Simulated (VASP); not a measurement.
**Ru: single point with PBE+D3(BJ)**

Ru:

```
CELL_PARAMETERS angstrom
2.68402 0.00000 0.00000
-1.34201 2.32443 0.00000
0.00000 0.00000 4.21360
ATOMIC_POSITIONS crystal
Ru 0.33333 0.66667 0.25000
Ru 0.66667 0.33333 0.75000
```

```
Program             : VASP 6.6.1
Task                : single point
Functional          : PBE
Dispersion          : D3(BJ)
Potentials or basis : VASP PAW PBE potentials, release 64 (Ru_pv)
Cutoff              : 520 eV
k mesh              : 10 × 10 × 5
Occupations         : fermi-dirac, width 0.05 eV
Spin                : no spin polarisation
```

```
Pressure                   : 8.1 GPa
Band gap on the k mesh     : zero (band 14 reaches 14.99 eV, above the bottom of band 15 at 11.74 eV)
Dispersion energy per atom : -0.646 eV
```

Levels at points of the mesh, in eV from the Fermi level:
```csv
k point,band 12,band 13,band 14,band 15,band 16,band 17
"(0.00, 0.00, 0.00)",-2.05,-2.05,-1.58,-1.58,1.18,1.18
"(0.50, 0.00, 0.00)",-1.93,-1.60,1.41,1.87,2.00,4.17
```

Run time: 33 s on 1 thread of Intel Xeon 8259CL, with other jobs on the host, peak memory 0.16 GiB.

Caveat: three body term missing; pairwise dispersion overbinds metals, which lowers pressure and volume.
